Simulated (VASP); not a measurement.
Input of a VASP 6.6.1 run:

INCAR

```
SYSTEM = NaH
ALGO     = Normal         ! electronic algorithm
EDIFF    = 1E-6           ! SCF threshold, eV
ENCUT    = 500            ! plane-wave cutoff, eV
GGA      = PE             ! functional
GGA_COMPAT= .False.      
ISIF     = 2              ! what is computed and relaxed
ISMEAR   = 0              ! smearing method
LASPH    = .True.         ! aspherical terms in the spheres
LCHARG   = .False.        ! write CHGCAR
LREAL    = .False.        ! projectors in reciprocal space
LWAVE    = .False.        ! write WAVECAR
NBANDS   = 11             ! bands
NELM     = 120            ! most SCF steps
PREC     = Accurate       ! precision mode
SIGMA    = 0.02           ! smearing width, eV
```

The input KPOINTS:

```
k-points
0
Gamma
  8 8 8
  0 0 0
```

Contents of POSCAR:

```
NaH
1.0
    0.0000000000      2.4155456665      2.4155456665
    2.4155456665      0.0000000000      2.4155456665
    2.4155456665      2.4155456665      0.0000000000
Na H
1 1
Direct
    0.0000000000      0.0000000000      0.0000000000
    0.5000000000      0.5000000000      0.5000000000
```

Potentials or basis: VASP PAW PBE potentials, release 64 (Na_pv, H).

Command:

```console
$ cat potpaw_PBE.64/Na_pv/POTCAR potpaw_PBE.64/H/POTCAR > POTCAR
$ mpirun -np 1 vasp_std > vasp.out
```

Problem. What does it give for the band gap on the k mesh?

Solution. 3.76 eV (least direct gap 4.62 eV).

Problem. What does it give for the pressure?

Solution. -0.1 GPa.

A k mesh can miss the band edges.
